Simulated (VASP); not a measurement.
Input of a VASP 6.6.1 run:

The input INCAR:

```
SYSTEM = Be
ALGO = Normal
EDIFF = 1E-6
ENCUT = 520
ISIF = 2
ISMEAR = -1
LASPH = .TRUE.
LCHARG = .FALSE.
LREAL = .FALSE.
LWAVE = .FALSE.
NBANDS = 9
NELM = 100
PREC = Accurate
SIGMA = 0.1
```

File KPOINTS:

```
k-points
0
G
  10 10 6
  0 0 0
```

The input POSCAR:

```
Be
1.0
    2.2295160349      0.0000000000      0.0000000000
   -1.1147580175      1.9308175243      0.0000000000
    0.0000000000      0.0000000000      3.5083258361
Be
2
Direct
    0.3333333333      0.6666666667      0.2500000000
    0.6666666667      0.3333333333      0.7500000000
```

Potentials or basis: VASP PAW LDA potentials, release 64 (Be).

Run with:

```bash
$ cat potpaw_LDA.64/Be/POTCAR > POTCAR
$ mpirun -np 1 vasp_std > vasp.out
```

(1) Estimate the band gap on the k mesh.

(2) What does it give for the pressure?

Answers

(1) zero (band 2 reaches 7.51 eV, above the bottom of band 3 at 6.86 eV).

(2) 0.7 GPa.
